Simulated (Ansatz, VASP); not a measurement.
**GaP in VASP and in Ansatz**

```
Ga P
1.0
     2.73286    2.73286    0.00000
    -2.73286    2.73286    0.00000
     0.00000    2.73286    2.70794
Ga P
1 1
Direct
  0.00000 0.00000 0.00000
  0.75000 0.25000 0.50000
```

Change from the starting cell: film at in-plane strain +0.005.

Alike in both runs: task single point; functional PBEsol; k mesh 8 × 8 × 8; non-collinear spin, spin-orbit coupling.

|  | VASP | Ansatz |
| --- | --- | --- |
| version | VASP 6.6.1 | Ansatz 0.2.0 |
| potentials or method | VASP PAW PBE potentials, release 64 (Ga_d, P), cutoff 520 eV | all-electron LAPW |
| occupations | gaussian, width 0.01 eV | fixed |

```csv
,VASP,Ansatz,Ansatz less VASP
pressure (GPa),-0.7,-0.5,+0.16
"traceless stress, the component that is largest in VASP (GPa)",0.45,0.45,-0.001
net moment per atom (μB),0.00,0.00,0.000
```

VASP's potentials were made for PBE, not for PBEsol. Ansatz ran all-electron here, and VASP with PAW potentials.
